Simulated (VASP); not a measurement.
# CuI (Cmcm) in VASP: notebook

The runs below take CuI through single point, with PBE.

Program: VASP 6.6.1. These are calculated values, not measurements. Logs are shortened: lines on timing, memory, paths and dates and some standing lists are left out, and cuts for length are marked.

### Step 1. The cell of the first run

Symmetry: Cmcm, No. 63, orthorhombic system. The conventional cell has a = 7.441 Å, b = 7.397 Å, c = 4.293 Å, α = 90.00°, β = 90.00°, γ = 90.00°. Within 3.2 Å of Cu (site symmetry m2m) lie 2 Cu at 2.45 Å and 3 I at 2.57 to 2.59 Å. I (site symmetry m2m) has 3 Cu at 2.57 to 2.59 Å within 3.4 Å.

### Step 2. Single point, PBE (volume scaled by 0.99)

The input, INCAR:

```
SYSTEM = CuI
PREC = Accurate
ENCUT = 520
EDIFF = 1E-6
ISMEAR = -1
SIGMA = 0.02
LREAL = .False.
LASPH = .True.
NELM = 100
ALGO = Normal
ISIF = 2
LWAVE = .False.
LCHARG = .False.
GGA = PE
NBANDS = 26
```

The input, KPOINTS:

```
Automatic mesh
0
Gamma
  5 5 6
  0 0 0
```

The input, POSCAR:

```
CuI
1.0
    3.7206819864     -3.6986746172      0.0000000000
    3.7206819864      3.6986746172      0.0000000000
    0.0000000000      0.0000000000      4.2925928879
Cu I
2 2
Direct
    0.4204388300      0.5795611700      0.7500000000
    0.5795611700      0.4204388300      0.2500000000
    0.7700426800      0.2299573200      0.7500000000
    0.2299573200      0.7700426800      0.2500000000
```

Potentials or basis: VASP PAW PBE potentials, release 64 (Cu, I).

The run is started by

```bash
$ cat potpaw_PBE.64/Cu/POTCAR potpaw_PBE.64/I/POTCAR > POTCAR
$ mpirun -np 1 vasp_std > vasp.out
```

OUTCAR:

```text
SYSTEM = CuI
   PREC = Accurate
   ENCUT = 520
   EDIFF = 1E-6
   ISMEAR = -1
   LREAL = .False.
   LASPH = .True.
   NELM = 100
   ISIF = 2
   GGA = PE

 ion  position               nearest neighbor table
   1  0.420  0.580  0.750-   2 2.45   2 2.45   4 2.57   4 2.57   3 2.59
   2  0.580  0.420  0.250-   1 2.45   1 2.45   3 2.57   3 2.57   4 2.59
   3  0.770  0.230  0.750-   2 2.57   2 2.57   1 2.59
   4  0.230  0.770  0.250-   1 2.57   1 2.57   2 2.59

  LATTYP: Found a base centered orthorhombic cell.
 ALAT       =     7.3973492344
 B/A-ratio  =     1.0059500690
 C/A-ratio  =     0.5802879859

  Lattice vectors:

 A1 = (  -3.7206819864,  -3.6986746172,   0.0000000000)
 A2 = (   3.7206819864,  -3.6986746172,   0.0000000000)
 A3 = (   0.0000000000,   0.0000000000,   4.2925928879)

Analysis of symmetry for initial positions (statically):
=====================================================================
 Subroutine PRICEL returns:
 Original cell was already a primitive cell.

 Routine SETGRP: Setting up the symmetry group for a
 base centered orthorhombic supercell.

 Subroutine GETGRP returns: Found  8 space group operations
 (whereof  4 operations were pure point group operations)
 out of a pool of  8 trial point group operations.

The static configuration has the point symmetry C_2h.
 The point group associated with its full space group is D_2h.

Analysis of symmetry for dynamics (positions and initial velocities):
=====================================================================
 Subroutine PRICEL returns:
 Original cell was already a primitive cell.

 Routine SETGRP: Setting up the symmetry group for a
 base centered orthorhombic supercell.

 Subroutine GETGRP returns: Found  8 space group operations
 (whereof  4 operations were pure point group operations)
 out of a pool of  8 trial point group operations.

The dynamic configuration has the point symmetry C_2h.
 The point group associated with its full space group is D_2h.

 Subroutine INISYM returns: Found  8 space group operations
 (whereof  4 operations are pure point group operations),
 and found     1 'primitive' translations

----------------------------------------------------------------------------------------

                                     Primitive cell

  volume of cell :     118.1458

  direct lattice vectors                    reciprocal lattice vectors
     3.720681986 -3.698674617  0.000000000     0.134383966 -0.135183559  0.000000000
     3.720681986  3.698674617  0.000000000     0.134383966  0.135183559  0.000000000
[... 89 lines left out ...]
   EDIFF  = 0.1E-05   stopping-criterion for ELM
   LREAL  =      F    real-space projection
   EDIFFG = 0.1E-04   stopping-criterion for IOM
   NSW    =      0    number of steps for IOM
   IBRION =     -1    ionic relax: 0-MD 1-quasi-New 2-CG
   NFREE  =      0    steps in history (QN), initial steepest desc. (CG)
   ISIF   =      2    stress and relaxation
   ISYM   =      2    0-nonsym 1-usesym 2-fastsym
   POTIM  = 0.5000    time-step for ionic-motion
   TEBEG  =    0.0;   TEEND  =   0.0 temperature during run
   PSTRESS=    0.0 pullay stress
   NELECT =      36.0000    total number of electrons
   NUPDOWN=      -1.0000    fix difference up-down
   EMIN   =  10.00;   EMAX   =-10.00  energy-range for DOS
   EFERMI =   0.00;   METHOD = LEGACY
   ISMEAR =    -1;   SIGMA  =   0.02  broadening in eV -4-tet -1-fermi 0-gaus
   EFERMI_NEDOS =   21; number of points for ismear=-14 and -15
   IALGO  =     38    algorithm
   IMIX   =      4    mixing-type and parameters
     AMIX     =   0.40;   BMIX     =  1.00
     AMIX_MAG =   1.60;   BMIX_MAG =  1.00
  volume/ion in A,a.u.               =      29.54       199.32
  Fermi-wavevector in a.u.,A,eV,Ry     =   1.101631  2.081781 16.511910  1.213591
  Thomas-Fermi vector in A             =   2.238061
   LORBIT       =      0    0 simple, 1 ext, 2 COOP (PROOUT), +10 PAW based schemes
   GGA     = PE    functional components
   LHFCALC =     F    Hartree Fock is set to
   AEXX    =    0.0000 exact exchange contribution
   IVDW    =     0    specifies the selected vdW correction
   LEPSILON=     F    determine dielectric tensor
   LRPA    =     F    only Hartree local field effects (RPA)
 non-spin polarized calculation
  energy-cutoff  :      520.00
  volume of cell :      118.15
 maximum number of plane-waves:      3201
   NGX = 19   NGY = 19   NGZ = 15

 number of electron      35.9999992 magnetization

 Free energy of the ion-electron system (eV)
  ---------------------------------------------------
  ext. energy  EPLUGINS =         0.00000000
  ---------------------------------------------------
  free energy    TOTEN  =       -10.91223924 eV

  energy without entropy =      -10.91223924  energy(sigma->0) =      -10.91223924

 E-fermi :   4.4009     XC(G=0):  -8.6344

 val. band max:        3.9626290817   @ k =   0.0000   0.0000   0.0000
 cond. band min:       5.0091420835   @ k =   0.0000   0.0000   0.0000
 fundamental gap:      1.0465130018
 Fermi energy:         4.4009268950

 k-point     1 :       0.0000    0.0000    0.0000
  band No.  band energies     occupation
      1      -9.9458      2.00000
      2      -9.1850      2.00000
      3      -1.6505      2.00000
      4      -0.3202      2.00000
      5      -0.1006      2.00000
      6      -0.0331      2.00000
[... 685 lines left out ...]
     25      11.5088      0.00000
     26      12.0215      0.00000

 [... further k-points ...]

------------------------ aborting loop because EDIFF is reached ----------------------------------------

  FORCE on cell =-STRESS in cart. coord.  units (eV):
  Direction    XX          YY          ZZ          XY          YZ          ZX
  --------------------------------------------------------------------------------------
  -------------------------------------------------------------------------------------
  Total        0.7579961      1.6634733      1.7514163      0.0000000     -0.0000000      0.0000000
  in kB       10.2791964     22.5583865     23.7509826      0.0000000     -0.0000000      0.0000000
  external PRESSURE =      18.8628552 kB  Pullay stress =       0.0000000 kB

 VOLUME and BASIS-vectors are now :
 -----------------------------------------------------------------------------
  energy-cutoff  :      520.00
  volume of cell :      118.15
      direct lattice vectors                 reciprocal lattice vectors
     3.720681986 -3.698674617  0.000000000     0.134383966 -0.135183559  0.000000000
     3.720681986  3.698674617  0.000000000     0.134383966  0.135183559  0.000000000
     0.000000000  0.000000000  4.292592888     0.000000000  0.000000000  0.232959432

 POSITION                                       TOTAL-FORCE (eV/Angst)
 -----------------------------------------------------------------------------------
      3.72068      0.58854      3.21944         0.000000      0.140784     -0.000000
      3.72068     -0.58854      1.07315         0.000000     -0.140784     -0.000000
      3.72068     -1.99760      3.21944         0.000000     -0.231474      0.000000
      3.72068      1.99760      1.07315         0.000000      0.231474     -0.000000
 -----------------------------------------------------------------------------------
    total drift:                                0.000000     -0.000000      0.000000

  FREE ENERGIE OF THE ION-ELECTRON SYSTEM (eV)
  ---------------------------------------------------
  free  energy   TOTEN  =       -10.9122392431 eV

  energy  without entropy=      -10.9122392430  energy(sigma->0) =      -10.91223924
```

Wall time 2.2 min (1 thread of Oxide Virtual Turin-like, shared host); peak memory 0.23 GiB.

What came out:

| Property | Result |
| --- | --- |
| Free energy | -10.9122 eV |
| Pressure | 1.9 GPa |
| Largest force | 0.231 eV/Å |
| Band gap on the k mesh | 1.05 eV, direct |

Forces on the atoms (eV/Å):
```
Cu   0.000  0.141  0.000
Cu   0.000 -0.141  0.000
I    0.000 -0.231  0.000
I    0.000  0.231  0.000
```

Levels at points of the mesh, in eV from the valence-band top:
| k point | band 15 | band 16 | band 17 | band 18 | band 19 | band 20 | band 21 | band 22 |
| --- | --- | --- | --- | --- | --- | --- | --- | --- |
| (0.00, 0.00, 0.00) | -1.84 | -1.52 | -0.93 | 0.00 | 1.05 | 1.70 | 2.43 | 4.61 |
| (0.00, 0.00, 0.50) | -1.84 | -1.84 | -1.63 | -1.63 | 3.71 | 3.71 | 3.79 | 3.79 |

Caveat: spin-orbit coupling is left out, which moves the levels of the heavy elements. A k mesh can miss the band edges.

### Step 3. Single point, PBE (volume scaled by 1.02)

The input, INCAR:

```
  PREC = Accurate
  ENCUT = 520
  EDIFF = 1E-6
  ISMEAR = -1
  SIGMA = 0.02
  LREAL = F
  LASPH = T
  NELM = 60
  ALGO = Normal
  ISIF = 2
  LWAVE = F
  LCHARG = F
  GGA = PE
  NBANDS = 26
```

The input, KPOINTS:

```
regular mesh
0
Gamma
  5 5 6
```

The input, POSCAR:

```
CuI
1.0
    3.7578912747     -3.7356638172      0.0000000000
    3.7578912747      3.7356638172      0.0000000000
    0.0000000000      0.0000000000      4.3355216646
Cu I
2 2
Direct
    0.4204388300      0.5795611700      0.7500000000
    0.5795611700      0.4204388300      0.2500000000
    0.7700426800      0.2299573200      0.7500000000
    0.2299573200      0.7700426800      0.2500000000
```

Potentials or basis: VASP PAW PBE potentials, release 64 (Cu, I).

The run is started by

```bash
$ cat potpaw_PBE.64/Cu/POTCAR potpaw_PBE.64/I/POTCAR > POTCAR
$ mpirun -np 1 vasp_std > vasp.out
```

OUTCAR:

```text
PREC = Accurate
   ENCUT = 520
   EDIFF = 1E-6
   ISMEAR = -1
   LREAL = F
   LASPH = T
   NELM = 60
   ISIF = 2
   GGA = PE

 ion  position               nearest neighbor table
   1  0.420  0.580  0.750-   2 2.47   2 2.47   4 2.59   4 2.59   3 2.61
   2  0.580  0.420  0.250-   1 2.47   1 2.47   3 2.59   3 2.59   4 2.61
   3  0.770  0.230  0.750-   2 2.59   2 2.59   1 2.61
   4  0.230  0.770  0.250-   1 2.59   1 2.59   2 2.61

  LATTYP: Found a base centered orthorhombic cell.
 ALAT       =     7.4713276344
 B/A-ratio  =     1.0059500690
 C/A-ratio  =     0.5802879859

  Lattice vectors:

 A1 = (  -3.7578912747,  -3.7356638172,   0.0000000000)
 A2 = (   3.7578912747,  -3.7356638172,   0.0000000000)
 A3 = (   0.0000000000,   0.0000000000,   4.3355216646)

Analysis of symmetry for initial positions (statically):
=====================================================================
 Subroutine PRICEL returns:
 Original cell was already a primitive cell.

 Routine SETGRP: Setting up the symmetry group for a
 base centered orthorhombic supercell.
[... 169 lines left out ...]

  energy without entropy =      -10.93950475  energy(sigma->0) =      -10.93950475

 E-fermi :   4.0732     XC(G=0):  -8.4993

 val. band max:        3.6414024274   @ k =   0.0000   0.0000   0.0000
 cond. band min:       4.6573205863   @ k =   0.0000   0.0000   0.0000
 fundamental gap:      1.0159181589
 Fermi energy:         4.0732319793

 k-point     1 :       0.0000    0.0000    0.0000
  band No.  band energies     occupation
      1     -10.0986      2.00000
      2      -9.3979      2.00000
      3      -1.8050      2.00000
      4      -0.4814      2.00000
      5      -0.2663      2.00000
      6      -0.1821      2.00000
[... 685 lines left out ...]
     25      11.1915      0.00000
     26      11.6597      0.00000

 [... further k-points ...]

------------------------ aborting loop because EDIFF is reached ----------------------------------------

  FORCE on cell =-STRESS in cart. coord.  units (eV):
  Direction    XX          YY          ZZ          XY          YZ          ZX
  --------------------------------------------------------------------------------------
  -------------------------------------------------------------------------------------
  Total        0.6157372      0.4890363      0.4144770      0.0000000     -0.0000000      0.0000000
  in kB        8.1044329      6.4367750      5.4554138      0.0000000     -0.0000000      0.0000000
  external PRESSURE =       6.6655406 kB  Pullay stress =       0.0000000 kB

 VOLUME and BASIS-vectors are now :
 -----------------------------------------------------------------------------
  energy-cutoff  :      520.00
  volume of cell :      121.73
      direct lattice vectors                 reciprocal lattice vectors
     3.757891275 -3.735663817  0.000000000     0.133053344 -0.133845020  0.000000000
     3.757891275  3.735663817  0.000000000     0.133053344  0.133845020  0.000000000
     0.000000000  0.000000000  4.335521665     0.000000000  0.000000000  0.230652751

 POSITION                                       TOTAL-FORCE (eV/Angst)
 -----------------------------------------------------------------------------------
      3.75789      0.59443      3.25164         0.000000      0.080282      0.000000
      3.75789     -0.59443      1.08388         0.000000     -0.080282      0.000000
      3.75789     -2.01758      3.25164         0.000000      0.014200     -0.000000
      3.75789      2.01758      1.08388         0.000000     -0.014200     -0.000000
 -----------------------------------------------------------------------------------
    total drift:                                0.000000     -0.000000      0.000000

  FREE ENERGIE OF THE ION-ELECTRON SYSTEM (eV)
  ---------------------------------------------------
  free  energy   TOTEN  =       -10.9395047504 eV

  energy  without entropy=      -10.9395047504  energy(sigma->0) =      -10.93950475
```

OSZICAR:

```text
N       E                     dE             d eps       ncg     rms          rms(c)
DAV:   1     0.272751308099E+03    0.27275E+03   -0.14801E+04  1872   0.144E+03
DAV:   2     0.154654159578E+02   -0.25729E+03   -0.24373E+03  1890   0.306E+02
DAV:   3    -0.102192157745E+02   -0.25685E+02   -0.25111E+02  2494   0.118E+02
DAV:   4    -0.115679509530E+02   -0.13487E+01   -0.13445E+01  2536   0.248E+01
DAV:   5    -0.116190310637E+02   -0.51080E-01   -0.51069E-01  2922   0.474E+00    0.898E+00
DAV:   6    -0.113810862457E+02    0.23794E+00   -0.10191E+01  2330   0.711E+01    0.593E+00
DAV:   7    -0.109352383149E+02    0.44585E+00   -0.23519E+00  2338   0.450E+01    0.302E+00
DAV:   8    -0.109538289130E+02   -0.18591E-01   -0.29179E-01  2908   0.791E+00    0.101E+00
DAV:   9    -0.109388730743E+02    0.14956E-01   -0.81708E-02  2538   0.719E+00    0.397E-01
DAV:  10    -0.109396563315E+02   -0.78326E-03   -0.53764E-03  2894   0.955E-01    0.267E-01
DAV:  11    -0.109394690813E+02    0.18725E-03   -0.19114E-03  2482   0.111E+00    0.116E-01
DAV:  12    -0.109394986779E+02   -0.29597E-04   -0.32647E-04  2938   0.202E-01    0.254E-02
DAV:  13    -0.109395022510E+02   -0.35731E-05   -0.13757E-05  2964   0.722E-02    0.132E-02
DAV:  14    -0.109395049649E+02   -0.27139E-05   -0.85772E-06  2044   0.162E-02    0.114E-02
DAV:  15    -0.109395047504E+02    0.21452E-06   -0.58254E-07  1478   0.217E-02
   1 F= -.10939505E+02 E0= -.10939505E+02  d E =-.272648E-11
```

stdout:

```text
POSCAR found type information on POSCAR CuI
 POSCAR found :  2 types and       4 ions
 scaLAPACK will be used
 LDA part: xc-table for (Slater+PW92), standard interpolation
 POSCAR, INCAR and KPOINTS ok, starting setup
 FFT: planning ... GRIDC
 FFT: planning ... GRID_SOFT
 FFT: planning ... GRID
 WAVECAR not read
 entering main loop
```

It took 1.7 min on 1 thread of Oxide Virtual Turin-like, shared host; peak memory 0.23 GiB.

What came out:

```
Free energy            : -10.9395 eV
Pressure               : 0.7 GPa
Largest force          : 0.080 eV/Å
Band gap on the k mesh : 1.02 eV, direct
```

Forces in eV/Å, atoms in the order of the input:
```
Cu   0.000  0.080  0.000
Cu   0.000 -0.080  0.000
I    0.000  0.014  0.000
I    0.000 -0.014  0.000
```

Caveat: spin-orbit coupling is left out, which moves the levels of the heavy elements. A k mesh can miss the band edges.

### Step 4. Single point, PBE (volume scaled by 1.06)

The input, INCAR:

```
SYSTEM = CuI
ALGO     = Normal         ! electronic algorithm
EDIFF    = 1E-7           ! SCF threshold, eV
ENCUT    = 520            ! plane-wave cutoff, eV
GGA      = PE             ! functional
ISIF     = 2              ! what is computed and relaxed
ISMEAR   = -1             ! smearing method
LASPH    = .True.         ! aspherical terms in the spheres
LCHARG   = .True.         ! write CHGCAR
LELF     = .True.         ! ELF
LREAL    = .False.        ! projectors in reciprocal space
LVHAR    = .True.       
LWAVE    = .False.        ! write WAVECAR
NBANDS   = 26             ! bands
NELM     = 80             ! most SCF steps
PREC     = Accurate       ! precision mode
SIGMA    = 0.02           ! smearing width, eV
```

The input, KPOINTS:

```
k-points
0
Gamma
  5 5 6
  0 0 0
```

The input, POSCAR:

```
CuI
1.0
    3.8063855430     -3.7838712480      0.0000000000
    3.8063855430      3.7838712480      0.0000000000
    0.0000000000      0.0000000000      4.3914700505
Cu I
2 2
Direct
    0.4204388300      0.5795611700      0.7500000000
    0.5795611700      0.4204388300      0.2500000000
    0.7700426800      0.2299573200      0.7500000000
    0.2299573200      0.7700426800      0.2500000000
```

The run is started by

```bash
$ cat potpaw_PBE.64/Cu/POTCAR potpaw_PBE.64/I/POTCAR > POTCAR
$ mpirun -np 1 vasp_std > vasp.out
```

It took 2.2 min on 1 thread of Oxide Virtual Turin-like, shared host; peak memory 0.25 GiB.

Results (log left out):

```
Free energy            : -10.9376 eV
Pressure               : -0.7 GPa
Largest force          : 0.296 eV/Å
Band gap on the k mesh : 0.98 eV, direct
```

Forces on the atoms (eV/Å):
```
Cu   0.000  0.011  0.000
Cu   0.000 -0.011  0.000
I    0.000  0.296  0.000
I    0.000 -0.296  0.000
```

Stress tensor (GPa, compression positive):
```
 0.54  0.00  0.00
 0.00 -1.15  0.00
 0.00  0.00 -1.47
```

Levels at points of the mesh, in eV from the valence-band top:
```tsv
k point	band 16	band 17	band 18	band 19	band 20	band 21
(0.00, 0.00, 0.00)	-1.33	-0.83	0.00	0.98	2.00	2.46
(0.00, 0.00, 0.50)	-1.61	-1.46	-1.46	3.50	3.50	3.96
```

Caveat: spin-orbit coupling is left out, which moves the levels of the heavy elements. A k mesh can miss the band edges.

### Step 5. Overview

```tsv
cell	gap on the mesh (eV)	pressure (GPa)	largest force (eV/Å)
a = 5.246, b = 5.246, c = 4.293 Å, angles 90.0, 90.0, 89.7°, 4 atoms	1.05	1.9	0.23
a = 5.299, b = 5.299, c = 4.336 Å, angles 90.0, 90.0, 89.7°, 4 atoms	1.02	0.7	0.08
a = 5.367, b = 5.367, c = 4.391 Å, angles 90.0, 90.0, 89.7°, 4 atoms	0.98	-0.7	0.30
```

Alike in all rows: task single point; level PBE; potentials or basis VASP PAW PBE potentials, release 64 (Cu, I); no spin polarisation; k mesh 5 × 5 × 6; cutoff (eV) 520; smearing fermi-dirac 0.02 eV.

Caveats: spin-orbit coupling is left out, which moves the levels of the heavy elements.

Total energies depend on the potentials used, so only differences within one code and one set of settings carry meaning.
